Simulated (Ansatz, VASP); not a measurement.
## Two plane-wave programs on BN

File INCAR:

```
SYSTEM = BN
  PREC = Accurate
  ENCUT = 520
  EDIFF = 1E-6
  ISMEAR = -1
  SIGMA = 0.02
  LREAL = .False.
  LASPH = .True.
  NELM = 60
  ALGO = Normal
  ISIF = 2
  LWAVE = .False.
  LCHARG = .False.
  GGA = PE
  NBANDS = 11
```

File KPOINTS:

```
Automatic mesh
0
Gamma
  12 12 12
  0 0 0
```

File POSCAR:

```
BN
1.0
    0.0000000000      1.8770184836      1.8770184836
    1.8770184836      0.0000000000      1.8770184836
    1.8770184836      1.8770184836      0.0000000000
B N
1 1
Direct
    0.0000000000      0.0000000000      0.0000000000
    0.2500000000      0.2500000000      0.2500000000
```

Input for Ansatz:

```yaml
crystal:
  lattice:
    - [0.0, 1.8770184836, 1.8770184836]
    - [1.8770184836, 0.0, 1.8770184836]
    - [1.8770184836, 1.8770184836, 0.0]
  atoms:
    - { symbol: B, position: [0.0, 0.0, 0.0] }
    - { symbol: "N", position: [0.25, 0.25, 0.25] }
kpoints:
  mp_grid: { grid: [12, 12, 12] }
  band_path:
    path:
      - [0.0, 0.0, 0.0]
      - [-0.5, -0.5, 0.0]
      - [-0.375, -0.375, 0.25]
      - [-0.375, 0.0, 0.375]
      - [0.0, 0.0, 0.5]
      - [-0.5, -0.25, 0.25]
      - [0.0, 0.5, 0.5]
    npoints: 1
hamiltonian:
  xc: pbe
scf:
  occupations: { method: fermi_dirac, width: 0.02 }
  n_extra_bands: 4
output:
  forces: true
  stress: true
  eigenvalues: true
```

Change from the starting cell: hydrostatic strain +4.0%.

Alike in both runs: task single point; functional PBE; k mesh 12 × 12 × 12; occupations fermi-dirac, width 0.02 eV; no spin polarisation.

|  | VASP | Ansatz |
| --- | --- | --- |
| version | VASP 6.6.1 | Ansatz 0.2.0 |
| potentials or method | VASP PAW PBE potentials, release 64 (B, N) | plane waves, PAW |
| plane-wave cutoff (eV) | 520 | 420 |
| valence electrons in the cell | 8 | 8 |

```csv
,VASP,Ansatz,Ansatz less VASP
gap on the k mesh at the Fermi level (eV),4.33,4.34,+0.008
pressure (GPa),-32.2,-32.1,+0.05
```

Both programs put the cell under strong tension, so it lies far from rest at this level. With one functional, cell and mesh, what is left measures potentials, basis and numerics.

Noted on VASP's run: the cell as given lies far from equilibrium.
